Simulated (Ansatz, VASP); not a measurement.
# One calculation of NaI, two programs

File INCAR:

```
ALGO = Normal ; EDIFF = 1E-8
ENCUT = 520 ; GGA = CA
ISIF = 2 ; ISMEAR = -1
LASPH = T ; LCHARG = F
LEFG = T ; LREAL = F
LWAVE = F ; NBANDS = 14
NELM = 60 ; PREC = Accurate
SIGMA = 0.02
```

KPOINTS

```
k-points
0
Gamma
  8 8 8
```

POSCAR

```
NaI
1.0
   -0.0323640000      3.2202180000      3.2202180000
    3.2202180000     -0.0323640000      3.2202180000
    3.2202180000      3.2202180000     -0.0323640000
Na I
1 1
Direct
    0.0000000000      0.0000000000      0.0000000000
    0.5000000000      0.5000000000      0.5000000000
```

Input for Ansatz:

```yaml
crystal:
  lattice:
    - [-0.032364, 3.220218, 3.220218]
    - [3.220218, -0.032364, 3.220218]
    - [3.220218, 3.220218, -0.032364]
  atoms:
    - { symbol: Na, position: [0.0, 0.0, 0.0] }
    - { symbol: I, position: [0.5, 0.5, 0.5] }
kpoints:
  mp_grid: { grid: [8, 8, 8] }
scf:
  occupations: { method: fermi_dirac, width: 0.02 }
hamiltonian:
  xc: lda
  pseudopotentials: { kind: all_electron, datasets: crystal }
output:
  forces: true
  stress: true
  eigenvalues: true
  efg: { contact_densities: true }
```

Change from the starting cell: equal xy, yz and zx shear strains of -1 %, crystal datasets.

Alike in both runs: task electric field gradients; functional LDA; k mesh 8 × 8 × 8; occupations fermi-dirac, width 0.02 eV; no spin polarisation.

```csv
,VASP,Ansatz
version,VASP 6.6.1,Ansatz 0.2.0
potentials or method,"VASP PAW LDA potentials, release 64 (Na_pv, I), cutoff 520 eV","all-electron PAW with datasets made for the crystal, scalar-relativistic"
```

Ansatz gave:

```
gap on the k mesh at the Fermi level (eV)                     : 3.29
pressure (GPa)                                                : -1.6
traceless stress, the component that is largest in VASP (GPa) : 0.07
size of Vzz on the site where it differs most (V/Å²)          : 9.4
```

Question: Estimate VASP's values.

Answer: gap on the k mesh at the Fermi level (eV): 3.30; pressure (GPa): -1.6; traceless stress, the component that is largest in VASP (GPa): 0.07; size of Vzz on the site where it differs most (V/Å²): 9.1.

LDA's correlation is that of Perdew and Zunger in VASP and of Perdew and Wang (1992) in Ansatz. Ansatz ran all-electron here, and VASP with PAW potentials.

Neither program's run includes spin-orbit coupling.
